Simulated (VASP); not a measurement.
# Si (Fmmm) in VASP: single point with PBE

Aim: the single point of Si with PBE.

Everything below comes from runs of VASP 6.6.1. Logs are shortened: lines on timing, memory, paths and dates and some standing lists are left out, and cuts for length are marked.

### 1 The cell of the first run

It takes space group Fmmm (No. 69, orthorhombic). Conventional cell: a = 2.661 Å, b = 4.588 Å, c = 9.726 Å, α = 90.00°, β = 90.00°, γ = 90.00°. Within 3.3 Å of Si (site symmetry mm2) lie 11 Si at 2.51 to 3.29 Å.

### 2 Single point, PBE

INCAR

```
SYSTEM = Si
ALGO = Normal
EDIFF = 1E-6
ENCUT = 520
GGA = PE
ISIF = 2
ISMEAR = 0
LASPH = .True.
LCHARG = .False.
LREAL = .False.
LWAVE = .False.
NBANDS = 11
NELM = 80
PREC = Accurate
SIGMA = 0.1
```

KPOINTS

```
k-points
0
Gamma
  24 24 24
  0 0 0
```

POSCAR

```
Si
1.0
    0.0000000000      2.2939206095      4.8631911232
    1.3305689809      0.0000000000      4.8631911232
    1.3305689809      2.2939206095      0.0000000000
Si
2
Direct
    0.1289276569      0.1289276569      0.8710723431
    0.8710723431      0.8710723431      0.1289276569
```

Potentials or basis: VASP PAW PBE potentials, release 64 (Si).

The run is started by

```
$ cat potpaw_PBE.64/Si/POTCAR > POTCAR
$ mpirun -np 1 vasp_std > vasp.out
```

OUTCAR:

```text
SYSTEM = Si
   EDIFF = 1E-6
   ENCUT = 520
   GGA = PE
   ISIF = 2
   ISMEAR = 0
   LASPH = .True.
   LREAL = .False.
   NELM = 80
   PREC = Accurate

 ion  position               nearest neighbor table
   1  0.129  0.129  0.871-   2 2.51   2 2.71   2 2.71
   2  0.871  0.871  0.129-   1 2.51   1 2.71   1 2.71

  LATTYP: Found a face centered orthorhombic cell.
 ALAT       =     2.6611379618
 B/A-ratio  =     1.7240147955
 C/A-ratio  =     3.6549710635

  Lattice vectors:

 A1 = (   0.0000000000,   2.2939206095,   4.8631911232)
 A2 = (   1.3305689809,   0.0000000000,   4.8631911232)
 A3 = (   1.3305689809,   2.2939206095,   0.0000000000)

Analysis of symmetry for initial positions (statically):
=====================================================================
 Subroutine PRICEL returns:
 Original cell was already a primitive cell.

 Routine SETGRP: Setting up the symmetry group for a
 face centered orthorhombic supercell.

 Subroutine GETGRP returns: Found  8 space group operations
 (whereof  8 operations were pure point group operations)
 out of a pool of  8 trial point group operations.

The static configuration has the point symmetry D_2h.

Analysis of symmetry for dynamics (positions and initial velocities):
=====================================================================
 Subroutine PRICEL returns:
 Original cell was already a primitive cell.

 Routine SETGRP: Setting up the symmetry group for a
 face centered orthorhombic supercell.

 Subroutine GETGRP returns: Found  8 space group operations
 (whereof  8 operations were pure point group operations)
 out of a pool of  8 trial point group operations.

The dynamic configuration has the point symmetry D_2h.

 Subroutine INISYM returns: Found  8 space group operations
 (whereof  8 operations are pure point group operations),
 and found     1 'primitive' translations

----------------------------------------------------------------------------------------

                                     Primitive cell

  volume of cell :      29.6871

  direct lattice vectors                    reciprocal lattice vectors
     0.000000000  2.293920610  4.863191123    -0.375779089  0.217967439  0.102813150
     1.330568981  0.000000000  4.863191123     0.375779089 -0.217967439  0.102813150
     1.330568981  2.293920610  0.000000000     0.375779089  0.217967439 -0.102813150

  length of vectors
     5.377053065  5.041928373  2.651883402     0.446419391  0.446419391  0.446419391

  position of ions in fractional coordinates (direct lattice)
     0.128927657  0.128927657  0.871072343
     0.871072343  0.871072343  0.128927657

  ion indices of the primitive-cell ions
   primitive index   ion index
                 1           1
                 2           2

----------------------------------------------------------------------------------------

 KPOINTS: k-points

Automatic generation of k-mesh.
 Grid dimensions read from file:
 generate k-points for:   24   24   24

 Generating k-lattice:

  Cartesian coordinates                     Fractional coordinates (reciprocal lattice)
    -0.015657462  0.009081977  0.004283881     0.041666667  0.000000000  0.000000000
     0.015657462 -0.009081977  0.004283881     0.000000000  0.041666667  0.000000000
     0.015657462  0.009081977 -0.004283881     0.000000000  0.000000000  0.041666667

  Length of vectors
     0.018600808  0.018600808  0.018600808

  Shift w.r.t. Gamma in fractional coordinates (k-lattice)
     0.000000000  0.000000000  0.000000000

 Subroutine IBZKPT returns following result:
 ===========================================

 Found   1963 irreducible k-points:

 Following reciprocal coordinates:
            Coordinates               Weight
  0.000000  0.000000  0.000000      1.000000
  0.041667  0.000000  0.000000      8.000000
  0.083333 -0.000000 -0.000000      8.000000
  0.125000  0.000000  0.000000      8.000000
  0.166667  0.000000  0.000000      8.000000
  0.208333  0.000000  0.000000      8.000000
[... 16 lines left out ...]
  0.416667  0.041667 -0.000000      8.000000
  0.458333  0.041667  0.000000      8.000000
 [... further k-points ...]
   k-points           NKPTS =   1963   k-points in BZ     NKDIM =   1963   number of bands    NBANDS=     11
   number of dos      NEDOS =    301   number of ions     NIONS =      2
   total plane-waves  NPLWV =  32000
   dimension x,y,z NGX =    40 NGY =   40 NGZ =   20
   dimension x,y,z NGXF=    80 NGYF=   80 NGZF=   40
   ions per type =               2
   NGX,Y,Z   is equivalent  to a cutoff of  12.37, 13.19, 12.54 a.u.
   NGXF,Y,Z  is equivalent  to a cutoff of  24.73, 26.38, 25.08 a.u.
 SYSTEM =  Si
   PREC   = accura    normal or accurate (medium, high low for compatibility)
   ISTART =      0    job   : 0-new  1-cont  2-samecut
   ICHARG =      2    charge: 1-file 2-atom 10-const
   ISPIN  =      1    spin polarized calculation?
   LNONCOLLINEAR =      F non collinear calculations
   LSORBIT =      F    spin-orbit coupling
   LASPH  =      T    aspherical Exc in radial PAW
   ENCUT  =  520.0 eV  38.22 Ry    6.18 a.u.  10.00  9.37  4.93*2*pi/ulx,y,z
   NELM   =     80;   NELMIN=  2; NELMDL= -5     # of ELM steps
   EDIFF  = 0.1E-05   stopping-criterion for ELM
   LREAL  =      F    real-space projection
   EDIFFG = 0.1E-04   stopping-criterion for IOM
   NSW    =      0    number of steps for IOM
   IBRION =     -1    ionic relax: 0-MD 1-quasi-New 2-CG
   NFREE  =      0    steps in history (QN), initial steepest desc. (CG)
   ISIF   =      2    stress and relaxation
   ISYM   =      2    0-nonsym 1-usesym 2-fastsym
   POTIM  = 0.5000    time-step for ionic-motion
   TEBEG  =    0.0;   TEEND  =   0.0 temperature during run
   PSTRESS=    0.0 pullay stress
   NELECT =       8.0000    total number of electrons
   NUPDOWN=      -1.0000    fix difference up-down
   EMIN   =  10.00;   EMAX   =-10.00  energy-range for DOS
   EFERMI =   0.00;   METHOD = LEGACY
   ISMEAR =     0;   SIGMA  =   0.10  broadening in eV -4-tet -1-fermi 0-gaus
   EFERMI_NEDOS =   21; number of points for ismear=-14 and -15
   IALGO  =     38    algorithm
   IMIX   =      4    mixing-type and parameters
     AMIX     =   0.40;   BMIX     =  1.00
     AMIX_MAG =   1.60;   BMIX_MAG =  1.00
  volume/ion in A,a.u.               =      14.84       100.17
  Fermi-wavevector in a.u.,A,eV,Ry     =   1.057424  1.998241 15.213291  1.118145
  Thomas-Fermi vector in A             =   2.192696
   LORBIT       =      0    0 simple, 1 ext, 2 COOP (PROOUT), +10 PAW based schemes
   GGA     = PE    functional components
   LHFCALC =     F    Hartree Fock is set to
   AEXX    =    0.0000 exact exchange contribution
   IVDW    =     0    specifies the selected vdW correction
   LEPSILON=     F    determine dielectric tensor
   LRPA    =     F    only Hartree local field effects (RPA)
 non-spin polarized calculation
 Gauss-broadening in eV      SIGMA  =   0.10
  energy-cutoff  :      520.00
  volume of cell :       29.69
 maximum number of plane-waves:       822
   NGX = 19   NGY = 19   NGZ =  9

 number of electron       8.0000000 magnetization

 Free energy of the ion-electron system (eV)
  ---------------------------------------------------
  ext. energy  EPLUGINS =         0.00000000
  ---------------------------------------------------
  free energy    TOTEN  =        -9.94500042 eV

  energy without entropy =       -9.94057816  energy(sigma->0) =       -9.94278929

 E-fermi :   9.6807     XC(G=0): -11.0508

 val. band max:        9.6802768306   @ k =  -0.2500   0.2500   0.1667
 cond. band min:       9.6811983216   @ k =  -0.3750   0.2083   0.2083
 fundamental gap:      0.0009214910
 Fermi energy:         9.6806945019

 k-point     1 :       0.0000    0.0000    0.0000
  band No.  band energies     occupation
      1      -4.4797      2.00000
      2       0.7255      2.00000
      3       2.5457      2.00000
      4      18.0743      0.00000
      5      18.1348      0.00000
      6      19.9207      0.00000
      7      20.0515      0.00000
      8      20.6815      0.00000
      9      21.9583      0.00000
     10      22.1377      0.00000
     11      22.3996      0.00000

 k-point     2 :       0.0417    0.0000    0.0000
  band No.  band energies     occupation
      1      -4.4295      2.00000
      2       0.7422      2.00000
      3       2.6255      2.00000
      4      17.6685      0.00000
      5      18.3638      0.00000
      6      19.4845      0.00000
      7      19.7278      0.00000
      8      20.1860      0.00000
      9      21.1551      0.00000
     10      22.3736      0.00000
     11      22.7846      0.00000

 k-point     3 :       0.0833   -0.0000   -0.0000
  band No.  band energies     occupation
      1      -4.2792      2.00000
      2       0.7980      2.00000
      3       2.8586      2.00000
      4      17.1071      0.00000
      5      17.8037      0.00000
      6      18.6402      0.00000
      7      19.0211      0.00000
      8      19.7039      0.00000
      9      20.2601      0.00000
     10      22.3961      0.00000
     11      23.4889      0.00000

 k-point     4 :       0.1250    0.0000    0.0000
  band No.  band energies     occupation
      1      -4.0289      2.00000
      2       0.9062      2.00000
      3       3.2310      2.00000
      4      16.1327      0.00000
      5      16.4346      0.00000
      6      17.9441      0.00000
      7      18.3000      0.00000
      8      19.2224      0.00000
      9      19.9517      0.00000
     10      22.4045      0.00000
     11      23.1713      0.00000

 k-point     5 :       0.1667    0.0000    0.0000
  band No.  band energies     occupation
      1      -3.6790      2.00000
      2       1.0800      2.00000
      3       3.7278      2.00000
      4      14.5013      0.00000
      5      15.2264      0.00000
      6      17.2334      0.00000
      7      17.8648      0.00000
      8      18.5365      0.00000
      9      19.9164      0.00000
     10      22.5556      0.00000
     11      22.7126      0.00000
[... 211 lines left out ...]
 k-point    21 :       0.3333    0.0417    0.0000
  band No.  band energies     occupation
      1      -1.9570      2.00000
      2       1.7094      2.00000
      3       6.3358      2.00000
      4       9.4503      1.99888
      5      11.4751      0.00000
      6      15.6748      0.00000
      7      16.4372      0.00000
      8      17.0042      0.00000
      9      19.1663      0.00000
     10      19.7081      0.00000
     11      20.7275      0.00000

 k-point    22 :       0.3750    0.0417    0.0000
  band No.  band energies     occupation
      1      -1.2066      2.00000
      2       2.2152      2.00000
      3       7.0289      2.00000
      4       8.1384      2.00000
      5      10.2411      0.00000
      6      15.3161      0.00000
      7      16.1148      0.00000
      8      16.4901      0.00000
      9      18.2408      0.00000
     10      19.3392      0.00000
     11      20.3070      0.00000

 k-point    23 :       0.4167    0.0417   -0.0000
  band No.  band energies     occupation
      1      -0.3617      2.00000
      2       2.8090      2.00000
      3       6.2762      2.00000
      4       8.3342      2.00000
      5       9.1675      2.00000
      6      14.7953      0.00000
      7      15.6062      0.00000
      8      15.9756      0.00000
      9      17.8231      0.00000
     10      19.0907      0.00000
     11      20.0761      0.00000

 k-point    24 :       0.4583    0.0417    0.0000
  band No.  band energies     occupation
      1       0.5752      2.00000
      2       3.4815      2.00000
      3       4.9811      2.00000
      4       7.8598      2.00000
      5       9.5229      1.97438
      6      13.7912      0.00000
      7      15.1974      0.00000
      8      15.7675      0.00000
      9      17.7640      0.00000
     10      18.8861      0.00000
     11      20.0325      0.00000

 [... further k-points ...]

------------------------ aborting loop because EDIFF is reached ----------------------------------------

  FORCE on cell =-STRESS in cart. coord.  units (eV):
  Direction    XX          YY          ZZ          XY          YZ          ZX
  --------------------------------------------------------------------------------------
  -------------------------------------------------------------------------------------
  Total       -0.0134689     -0.0069436     -0.0094699      0.0000000      0.0000000      0.0000000
  in kB       -0.7269025     -0.3747382     -0.5110805      0.0000000      0.0000000      0.0000000
  external PRESSURE =      -0.5375738 kB  Pullay stress =       0.0000000 kB

 VOLUME and BASIS-vectors are now :
 -----------------------------------------------------------------------------
  energy-cutoff  :      520.00
  volume of cell :       29.69
      direct lattice vectors                 reciprocal lattice vectors
     0.000000000  2.293920610  4.863191123    -0.375779089  0.217967439  0.102813150
     1.330568981  0.000000000  4.863191123     0.375779089 -0.217967439  0.102813150
     1.330568981  2.293920610  0.000000000     0.375779089  0.217967439 -0.102813150

 POSITION                                       TOTAL-FORCE (eV/Angst)
 -----------------------------------------------------------------------------------
      1.33057      2.29392      1.25400         0.000000      0.000000      0.000193
      1.33057      2.29392      8.47238         0.000000      0.000000     -0.000193
 -----------------------------------------------------------------------------------
    total drift:                                0.000000      0.000000      0.000000

  FREE ENERGIE OF THE ION-ELECTRON SYSTEM (eV)
  ---------------------------------------------------
  free  energy   TOTEN  =        -9.9450004210 eV

  energy  without entropy=       -9.9405781609  energy(sigma->0) =       -9.94278929
```

Run time: 7.2 min. Hardware: 1 thread of Intel Xeon 8259CL, shared host; peak memory 0.59 GiB.

What came out:

- Free energy: -9.9450 eV
- Pressure: -0.1 GPa
- Band gap on the k mesh: zero (bands 4 and 5 overlap by 11.67 eV)

Levels at points of the mesh, in eV from the Fermi level:
| k point | band 1 | band 2 | band 3 | band 4 | band 5 | band 6 | band 7 | band 8 | band 9 |
| --- | --- | --- | --- | --- | --- | --- | --- | --- | --- |
| (0.00, 0.00, 0.00) | -14.16 | -8.96 | -7.13 | 8.39 | 8.45 | 10.24 | 10.37 | 11.00 | 12.28 |
| (0.50, 0.00, 0.00) | -7.26 | -6.90 | -4.58 | -3.71 | 0.96 | 2.76 | 5.30 | 5.97 | 8.25 |
| (0.50, 0.50, 0.00) | -12.91 | -12.36 | -0.82 | -0.66 | 9.47 | 10.71 | 11.54 | 11.74 | 12.05 |
| (0.50, 0.00, 0.50) | -7.87 | -6.87 | -2.72 | -2.14 | -1.84 | 1.45 | 5.49 | 6.07 | 7.98 |
| (0.00, 0.50, 0.50) | -6.62 | -6.09 | -5.73 | -5.24 | 4.32 | 4.49 | 4.83 | 6.98 | 7.29 |
